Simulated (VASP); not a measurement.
SiSb2:

```xyz
6
Lattice="4.0524 0.0000 0.0000 0.0000 4.0524 0.0000 0.0000 0.0000 8.5044" Properties=species:S:1:pos:R:3 pbc="T T T"
Si    2.0262    0.0000    2.3812
Si    0.0000    2.0262    6.1232
Sb    0.0000    0.0000    0.0000
Sb    2.0262    2.0262    0.0000
Sb    2.0262    0.0000    5.4428
Sb    0.0000    2.0262    3.0616
```

```yaml
Program: VASP 6.6.1
Task: relaxation of cell and atoms
Functional: PBE
Potentials_or_basis: VASP PAW PBE potentials, release 64 (Si, Sb)
Cutoff: 600 eV
k_mesh: 4 × 4 × 2
Occupations: gaussian, width 0.1 eV
Spin: no spin polarisation
```

At the start: pressure 3.2 GPa; volume 23.28 Å³/atom.

Where does the relaxation end?

Over 26 steps the energy falls by 61.9 meV/atom and the volume is 24.28 Å³/atom (+4.3 %); space group P4/nmm (No. 129, to 0.1 Å) before and after.

Step by step:
```
step  energy change (eV)  largest force (eV/Å)  pressure (GPa)  volume (Å³)
   1              0.0000                0.7622            3.21       139.66
   2             -0.1733                0.6787           -1.95       149.13
   3             -0.1915                0.7034           -0.94       146.73
   4             -0.2536                0.5786           -0.36       145.17
   5             -0.2922                0.2336            1.01       142.41
   6             -0.3223                0.1941            0.87       143.04
   7             -0.3281                0.2944            0.85       143.47
   8             -0.3396                0.1708            0.06       145.14
   9             -0.3402                0.1362           -0.18       145.68
  10             -0.3423                0.1202           -0.10       145.45
  11             -0.3467                0.1172            0.16       144.79
  12             -0.3488                0.1644            0.72       143.46
  13             -0.3491                0.1526            0.56       143.82
  14             -0.3502                0.1544            0.53       143.88
  15             -0.3532                0.1598            0.43       144.06
  16             -0.3571                0.1690            0.25       144.41
  17             -0.3566                0.1800           -0.10       145.12
  18             -0.3583                0.1751            0.09       144.73
  19             -0.3607                0.1692            0.02       144.96
  20             -0.3653                0.1496           -0.18       145.64
  21             -0.3611                0.1777           -0.55       147.01
  22             -0.3661                0.1381           -0.29       146.01
  23             -0.3695                0.0922           -0.08       145.63
  24             -0.3710                0.0580            0.16       145.24
  25             -0.3710                0.0543            0.18       145.20
  26             -0.3715                0.0354            0.01       145.65
```

Final structure:
```
CELL_PARAMETERS angstrom
4.16165 0.00000 0.00000
0.00000 4.16165 0.00000
0.00000 0.00000 8.40992
ATOMIC_POSITIONS crystal
Si 0.50000 0.00000 0.31681
Si 0.00000 0.50000 0.68319
Sb 0.00000 0.00000 0.00000
Sb 0.50000 0.50000 0.00000
Sb 0.50000 0.00000 0.64764
Sb 0.00000 0.50000 0.35236
```

Caveat: the k points lie up to 0.38 Å⁻¹ apart in the final cell, too coarse for converged energies and pressures of a metal.
